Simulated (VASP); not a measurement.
# HfB2 (P6mm) in VASP: a series of runs

HfB2 is run at these levels: PBE; tasks: single point, relaxation of cell and atoms.

Everything below comes from runs of VASP 6.6.1. Logs are shortened: lines on timing, memory, paths and dates and some standing lists are left out, and cuts for length are marked.

## 1. The cell of the first run

Symmetry: P6mm, No. 183, hexagonal system. The conventional cell has a = 4.856 Å, b = 4.856 Å, c = 3.367 Å, α = 90.00°, β = 90.00°, γ = 120.00°. Within 2.9 Å of Hf (site symmetry 3m) lie 9 B at 2.01 to 2.80 Å and 3 Hf at 2.80 Å. B (site symmetry 2mm) has 4 Hf at 2.01 to 2.39 Å and 4 B at 2.43 Å within 2.7 Å. Within 3.7 Å of B (site symmetry 6mm) lie 6 Hf at 2.80 Å and 14 B at 2.83 to 3.37 Å.

The cell was built from a structure type or drawn by symmetry, and may not be a known phase.

## 2. Single point, PBE

INCAR reads:

```
SYSTEM = HfB2
PREC = Accurate ; ENCUT = 520
EDIFF = 1E-6 ; ISMEAR = 0
SIGMA = 0.1 ; LREAL = .FALSE.
LASPH = .TRUE. ; NELM = 100
ALGO = Normal ; ISIF = 2
LWAVE = .FALSE. ; LCHARG = .FALSE.
GGA = PE ; NBANDS = 25
```

KPOINTS reads:

```
regular mesh
0
G
  6 6 6
  0 0 0
```

POSCAR reads:

```
HfB2
1.0
    4.8557274300      0.0000000000      0.0000000000
   -2.4278637100      4.2051833100      0.0000000000
    0.0000000000      0.0000000000      3.3668512500
Hf B
2 4
Direct
    0.3333333300      0.6666666700      0.1329264600
    0.6666666700      0.3333333300      0.1329264600
    0.5000000000      0.0000000000      0.5590706600
    0.0000000000      0.5000000000      0.5590706600
    0.5000000000      0.5000000000      0.5590706600
    0.0000000000      0.0000000000      0.1283927700
```

Potentials or basis: VASP PAW PBE potentials, release 64 (Hf_pv, B).

The run is started by

```console
$ cat potpaw_PBE.64/Hf_pv/POTCAR potpaw_PBE.64/B/POTCAR > POTCAR
$ mpirun -np 1 vasp_std > vasp.out
```

OUTCAR:

```text
SYSTEM = HfB2
   PREC = Accurate
   ENCUT = 520
   EDIFF = 1E-6
   ISMEAR = 0
   LREAL = .FALSE.
   LASPH = .TRUE.
   NELM = 100
   ISIF = 2
   GGA = PE

 ion  position               nearest neighbor table
   1  0.333  0.667  0.133-   3 2.01   4 2.01   5 2.01   3 2.39   4 2.39   5 2.39   2 2.80   2 2.80
                             2 2.80   6 2.80   6 2.80   6 2.80
   2  0.667  0.333  0.133-   3 2.01   4 2.01   5 2.01   3 2.39   4 2.39   5 2.39   1 2.80   1 2.80
                             1 2.80   6 2.80   6 2.80   6 2.80
   3  0.500  0.000  0.559-   1 2.01   2 2.01   1 2.39   2 2.39
   4  0.000  0.500  0.559-   1 2.01   2 2.01   1 2.39   2 2.39
   5  0.500  0.500  0.559-   1 2.01   2 2.01   1 2.39   2 2.39
   6  0.000  0.000  0.128-   1 2.80   2 2.80   1 2.80   2 2.80   2 2.80   1 2.80

  LATTYP: Found a hexagonal cell.
 ALAT       =     4.8557274300
 C/A-ratio  =     0.6933773155

  Lattice vectors:

 A1 = (   4.8557274300,   0.0000000000,   0.0000000000)
 A2 = (  -2.4278637100,   4.2051833100,   0.0000000000)
 A3 = (   0.0000000000,   0.0000000000,   3.3668512500)

Analysis of symmetry for initial positions (statically):
=====================================================================
 Subroutine PRICEL returns:
 Original cell was already a primitive cell.

 Routine SETGRP: Setting up the symmetry group for a
 hexagonal supercell.

 Subroutine GETGRP returns: Found 12 space group operations
 (whereof 12 operations were pure point group operations)
 out of a pool of 24 trial point group operations.

The static configuration has the point symmetry C_6v.

Analysis of symmetry for dynamics (positions and initial velocities):
=====================================================================
 Subroutine PRICEL returns:
 Original cell was already a primitive cell.

 Routine SETGRP: Setting up the symmetry group for a
 hexagonal supercell.

 Subroutine GETGRP returns: Found 12 space group operations
 (whereof 12 operations were pure point group operations)
 out of a pool of 24 trial point group operations.

The dynamic configuration has the point symmetry C_6v.

 Subroutine INISYM returns: Found 12 space group operations
 (whereof 12 operations are pure point group operations),
 and found     1 'primitive' translations

----------------------------------------------------------------------------------------

                                     Primitive cell

  volume of cell :      68.7485

  direct lattice vectors                    reciprocal lattice vectors
     4.855727430  0.000000000  0.000000000     0.205942367  0.118900881  0.000000000
    -2.427863710  4.205183310  0.000000000     0.000000000  0.237801762  0.000000000
     0.000000000  0.000000000  3.366851250     0.000000000  0.000000000  0.297013419

  length of vectors
     4.855727430  4.855727429  3.366851250     0.237801762  0.237801762  0.297013419

  position of ions in fractional coordinates (direct lattice)
     0.333333330  0.666666670  0.132926460
     0.666666670  0.333333330  0.132926460
     0.500000000  0.000000000  0.559070660
     0.000000000  0.500000000  0.559070660
     0.500000000  0.500000000  0.559070660
     0.000000000  0.000000000  0.128392770

  ion indices of the primitive-cell ions
   primitive index   ion index
                 1           1
                 2           2
                 3           3
                 4           4
                 5           5
                 6           6

----------------------------------------------------------------------------------------

 KPOINTS: regular mesh

Automatic generation of k-mesh.
 Grid dimensions read from file:
 generate k-points for:    6    6    6

 Generating k-lattice:

  Cartesian coordinates                     Fractional coordinates (reciprocal lattice)
     0.034323728  0.019816813  0.000000000     0.166666667  0.000000000  0.000000000
     0.000000000  0.039633627  0.000000000     0.000000000  0.166666667  0.000000000
     0.000000000  0.000000000  0.049502236     0.000000000  0.000000000  0.166666667

  Length of vectors
     0.039633627  0.039633627  0.049502236

  Shift w.r.t. Gamma in fractional coordinates (k-lattice)
     0.000000000  0.000000000  0.000000000

 Subroutine IBZKPT returns following result:
 ===========================================

 Found     28 irreducible k-points:

 Following reciprocal coordinates:
            Coordinates               Weight
  0.000000  0.000000  0.000000      1.000000
  0.166667 -0.000000  0.000000      6.000000
  0.333333 -0.000000  0.000000      6.000000
  0.500000 -0.000000  0.000000      3.000000
  0.166667  0.166667  0.000000      6.000000
  0.333333  0.166667  0.000000     12.000000
[... 16 lines left out ...]
  0.166667 -0.000000  0.500000      6.000000
  0.333333 -0.000000  0.500000      6.000000
 [... further k-points ...]
   k-points           NKPTS =     28   k-points in BZ     NKDIM =     28   number of bands    NBANDS=     25
   number of dos      NEDOS =    301   number of ions     NIONS =      6
   total plane-waves  NPLWV =  36288
   dimension x,y,z NGX =    36 NGY =   36 NGZ =   28
   dimension x,y,z NGXF=    72 NGYF=   72 NGZF=   56
   ions per type =               2   4
   NGX,Y,Z   is equivalent  to a cutoff of  12.33, 12.33, 13.83 a.u.
   NGXF,Y,Z  is equivalent  to a cutoff of  24.65, 24.65, 27.65 a.u.
 SYSTEM =  HfB2
   PREC   = accura    normal or accurate (medium, high low for compatibility)
   ISTART =      0    job   : 0-new  1-cont  2-samecut
   ICHARG =      2    charge: 1-file 2-atom 10-const
   ISPIN  =      1    spin polarized calculation?
   LNONCOLLINEAR =      F non collinear calculations
   LSORBIT =      F    spin-orbit coupling
   LASPH  =      T    aspherical Exc in radial PAW
   ENCUT  =  520.0 eV  38.22 Ry    6.18 a.u.   9.03  9.03  6.26*2*pi/ulx,y,z
   NELM   =    100;   NELMIN=  2; NELMDL= -5     # of ELM steps
   EDIFF  = 0.1E-05   stopping-criterion for ELM
   LREAL  =      F    real-space projection
   EDIFFG = 0.1E-04   stopping-criterion for IOM
   NSW    =      0    number of steps for IOM
   IBRION =     -1    ionic relax: 0-MD 1-quasi-New 2-CG
   NFREE  =      0    steps in history (QN), initial steepest desc. (CG)
   ISIF   =      2    stress and relaxation
   ISYM   =      2    0-nonsym 1-usesym 2-fastsym
   POTIM  = 0.5000    time-step for ionic-motion
   TEBEG  =    0.0;   TEEND  =   0.0 temperature during run
   PSTRESS=    0.0 pullay stress
   NELECT =      32.0000    total number of electrons
   NUPDOWN=      -1.0000    fix difference up-down
   EMIN   =  10.00;   EMAX   =-10.00  energy-range for DOS
   EFERMI =   0.00;   METHOD = LEGACY
   ISMEAR =     0;   SIGMA  =   0.10  broadening in eV -4-tet -1-fermi 0-gaus
   EFERMI_NEDOS =   21; number of points for ismear=-14 and -15
   IALGO  =     38    algorithm
   IMIX   =      4    mixing-type and parameters
     AMIX     =   0.40;   BMIX     =  1.00
     AMIX_MAG =   1.60;   BMIX_MAG =  1.00
  volume/ion in A,a.u.               =      11.46        77.32
  Fermi-wavevector in a.u.,A,eV,Ry     =   1.268734  2.397559 21.901093  1.609685
  Thomas-Fermi vector in A             =   2.401813
   LORBIT       =      0    0 simple, 1 ext, 2 COOP (PROOUT), +10 PAW based schemes
   GGA     = PE    functional components
   LHFCALC =     F    Hartree Fock is set to
   AEXX    =    0.0000 exact exchange contribution
   IVDW    =     0    specifies the selected vdW correction
   LEPSILON=     F    determine dielectric tensor
   LRPA    =     F    only Hartree local field effects (RPA)
 non-spin polarized calculation
 Gauss-broadening in eV      SIGMA  =   0.10
  energy-cutoff  :      520.00
  volume of cell :       68.75
 maximum number of plane-waves:      1866
   NGX = 19   NGY = 19   NGZ = 13

 number of electron      32.0000001 magnetization

 Free energy of the ion-electron system (eV)
  ---------------------------------------------------
  ext. energy  EPLUGINS =         0.00000000
  ---------------------------------------------------
  free energy    TOTEN  =       -36.80896382 eV

  energy without entropy =      -36.79843163  energy(sigma->0) =      -36.80369773

 E-fermi :   4.7554     XC(G=0): -11.7044

 val. band max:        4.7146966645   @ k =   0.3333  -0.0000   0.0000
 cond. band min:       4.7616492133   @ k =   0.5000  -0.0000   0.3333
 fundamental gap:      0.0469525488
 Fermi energy:         4.7554187721

 k-point     1 :       0.0000    0.0000    0.0000
  band No.  band energies     occupation
      1     -24.0737      2.00000
      2     -24.0737      2.00000
      3     -23.7940      2.00000
      4     -23.4683      2.00000
      5     -23.0903      2.00000
      6     -23.0903      2.00000
[... 17 lines left out ...]
     24      10.2507      0.00000
     25      11.2585      0.00000

 k-point     2 :       0.1667   -0.0000    0.0000
  band No.  band energies     occupation
      1     -24.0965      2.00000
      2     -24.0304      2.00000
      3     -23.7757      2.00000
      4     -23.4873      2.00000
      5     -23.1407      2.00000
      6     -23.0640      2.00000
[... 17 lines left out ...]
     24      10.5212      0.00000
     25      11.5975      0.00000

 k-point     3 :       0.3333   -0.0000    0.0000
  band No.  band energies     occupation
      1     -24.1391      2.00000
      2     -23.9256      2.00000
      3     -23.7287      2.00000
      4     -23.5357      2.00000
      5     -23.2596      2.00000
      6     -23.0145      2.00000
[... 552 lines left out ...]
 k-point    23 :       0.1667   -0.0000    0.5000
  band No.  band energies     occupation
      1     -24.1815      2.00000
      2     -24.0584      2.00000
      3     -23.9939      2.00000
      4     -23.8818      2.00000
      5     -23.0961      2.00000
      6     -23.0197      2.00000
[... 17 lines left out ...]
     24      11.3352      0.00000
     25      12.1892      0.00000

 k-point    24 :       0.3333   -0.0000    0.5000
  band No.  band energies     occupation
      1     -24.1314      2.00000
      2     -24.0985      2.00000
      3     -23.9478      2.00000
      4     -23.8687      2.00000
      5     -23.2194      2.00000
      6     -22.9729      2.00000
[... 17 lines left out ...]
     24      10.7542      0.00000
     25      11.7909      0.00000

 [... further k-points ...]
[... 5 lines left out ...]
  --------------------------------------------------------------------------------------
  -------------------------------------------------------------------------------------
  Total       15.9943865     15.9943865     36.2664240      0.0000000     -0.0000000      0.0000000
  in kB      372.7477291    372.7477294    845.1857287      0.0000004     -0.0000000      0.0000000
  external PRESSURE =     530.2270624 kB  Pullay stress =       0.0000000 kB

 VOLUME and BASIS-vectors are now :
 -----------------------------------------------------------------------------
  energy-cutoff  :      520.00
  volume of cell :       68.75
      direct lattice vectors                 reciprocal lattice vectors
     4.855727430  0.000000000  0.000000000     0.205942367  0.118900881  0.000000000
    -2.427863710  4.205183310  0.000000000     0.000000000  0.237801762  0.000000000
     0.000000000  0.000000000  3.366851250     0.000000000  0.000000000  0.297013419

 POSITION                                       TOTAL-FORCE (eV/Angst)
 -----------------------------------------------------------------------------------
     -0.00000      2.80346      0.44754         0.000000     -0.000000     -9.633008
      2.42786      1.40173      0.44754        -0.000000      0.000000     -9.633008
      2.42786      0.00000      1.88231         0.000000     -0.000000      6.385699
     -1.21393      2.10259      1.88231         0.000000      0.000000      6.385699
      1.21393      2.10259      1.88231        -0.000000      0.000000      6.385699
      0.00000      0.00000      0.43228        -0.000000     -0.000000      0.108918
 -----------------------------------------------------------------------------------
    total drift:                                0.000000      0.000000      0.001381

  FREE ENERGIE OF THE ION-ELECTRON SYSTEM (eV)
  ---------------------------------------------------
  free  energy   TOTEN  =       -36.8089638191 eV

  energy  without entropy=      -36.7984316339  energy(sigma->0) =      -36.80369773
```

It took 58 s on 1 thread of Intel Xeon Platinum 8259CL at 2.50GHz (Skylake/Cascade Lake), shared host; peak memory 0.2 GiB.

Results:

```yaml
Free_energy: -36.8090 eV
Pressure: 53.0 GPa
Largest_force: 9.633 eV/Å
Band_gap_on_the_k_mesh: zero (bands 16 and 17 overlap by 0.88 eV)
```

Forces on the atoms (eV/Å):
```
Hf   0.000  0.000 -9.633
Hf   0.000  0.000 -9.633
B    0.000  0.000  6.386
B    0.000  0.000  6.386
B    0.000  0.000  6.386
B    0.000  0.000  0.109
```

Stress tensor (GPa, compression positive):
```
37.27  0.00  0.00
 0.00 37.27  0.00
 0.00  0.00 84.52
```

Caveat: the cell stands under pressure; spin-orbit coupling is left out, which moves the levels of the heavy elements; forces of over 1 eV/Å act on the atoms, so gaps and moduli don't describe the material at rest.

## 3. Relaxation of cell and atoms, PBE

INCAR reads:

```
SYSTEM = HfB2
PREC = Accurate ; ENCUT = 600
EDIFF = 1E-7 ; ISMEAR = 0
SIGMA = 0.1 ; LREAL = .FALSE.
LASPH = .TRUE. ; NELM = 60
ALGO = Normal ; ISIF = 3
LWAVE = .FALSE. ; LCHARG = .FALSE.
GGA = PE ; IBRION = 2
NSW = 90 ; EDIFFG = -0.04
```

KPOINTS reads:

```
Automatic mesh
0
G
  6 6 6
  0 0 0
```

POSCAR is that of step 2.

Potentials or basis: VASP PAW PBE potentials, release 64 (Hf_pv, B).

The run is started by

```console
$ cat potpaw_PBE.64/Hf_pv/POTCAR potpaw_PBE.64/B/POTCAR > POTCAR
$ mpirun -np 1 vasp_std > vasp.out
```

Wall time 19 min (1 thread of Intel Xeon Platinum 8259CL at 2.50GHz (Skylake/Cascade Lake), shared host); peak memory 0.24 GiB.

The run converged. Its results:

```
Free energy                           : -41.8177 eV
Relaxed volume                        : 12.66 Å³/atom
Relaxed cell                          : a = 4.566 Å, b = 4.566 Å, c = 4.208 Å, α = 90.00°, β = 90.00°, γ = 120.00°
Space group after relaxing (to 0.1 Å) : P6/mmm (No. 191)
Energy gained by relaxing             : 834.2 meV/atom
Ionic steps                           : 24
Pressure after relaxing               : -0.3 GPa
Largest force after relaxing          : 0.021 eV/Å
Band gap on the k mesh                : zero (bands 16 and 17 overlap by 0.97 eV)
```

Forces on the atoms (eV/Å):
```
Hf   0.000  0.000  0.021
Hf   0.000  0.000  0.021
B    0.000  0.000 -0.013
B    0.000  0.000 -0.013
B    0.000  0.000 -0.013
B    0.000  0.000 -0.002
```

Stress tensor (GPa, compression positive):
```
-0.24  0.00  0.00
 0.00 -0.24  0.00
 0.00  0.00 -0.41
```

Step by step:
```csv
step,energy change (eV),largest force (eV/Å),pressure (GPa),volume (Å³)
1,0.0000,9.6316,53.02,68.75
2,0.9558,4.8834,-6.33,113.10
3,-1.3296,4.9918,-7.31,101.04
4,-3.0267,4.5181,-5.02,92.17
5,-4.2851,1.9260,8.61,79.93
6,-4.2831,2.1748,7.36,80.62
7,-4.5515,0.2106,-9.86,89.23
8,-4.6677,0.4136,-4.71,85.99
9,-4.7996,0.2157,-1.65,82.78
10,-4.8278,0.6530,0.65,80.70
11,-4.9181,0.2303,0.42,79.19
12,-4.9540,0.2372,0.30,78.01
13,-4.9503,0.9399,1.14,75.53
14,-4.9694,0.6323,0.77,76.68
15,-4.9700,0.5003,0.52,77.16
16,-4.9706,0.5638,0.65,76.93
17,-4.9983,0.1501,-1.22,76.42
18,-4.9982,0.1538,-1.16,76.44
19,-5.0002,0.1055,0.94,75.20
20,-5.0018,0.1246,0.09,75.69
21,-5.0029,0.1043,0.19,75.66
22,-5.0038,0.0991,0.38,75.59
23,-5.0045,0.0794,0.20,75.69
24,-5.0051,0.0210,-0.30,75.97
```

Final structure:
```
CELL_PARAMETERS angstrom
4.56564 0.00000 0.00000
-2.28282 3.95396 0.00000
0.00000 0.00000 4.20848
ATOMIC_POSITIONS crystal
Hf 0.33333 0.66667 0.09505
Hf 0.66667 0.33333 0.09505
B 0.50000 0.00000 0.59535
B 0.00000 0.50000 0.59535
B 0.50000 0.50000 0.59535
B 0.00000 0.00000 0.09531
```

Levels at points of the mesh, in eV from the Fermi level:
```
           k point  band 12  band 13  band 14  band 15  band 16  band 17  band 18  band 19  band 20
(0.00, 0.00, 0.00)    -2.18    -2.18    -1.91    -1.77    -1.77     1.15     1.15     2.98     3.66
(0.50, 0.00, 0.00)    -2.22    -2.20    -1.43    -1.31    -1.23    -0.04     2.62     2.87     3.55
(0.00, 0.00, 0.50)    -2.29    -1.88    -1.88    -1.87    -1.87     0.63     0.63     1.42     3.31
(0.50, 0.00, 0.50)    -3.33    -2.13    -1.41    -0.11     0.43     1.54     1.62     1.86     2.38
```

Caveat: a cell axis changed by over 15 % at a fixed basis, so the end point is rough; spin-orbit coupling is left out, which moves the levels of the heavy elements.
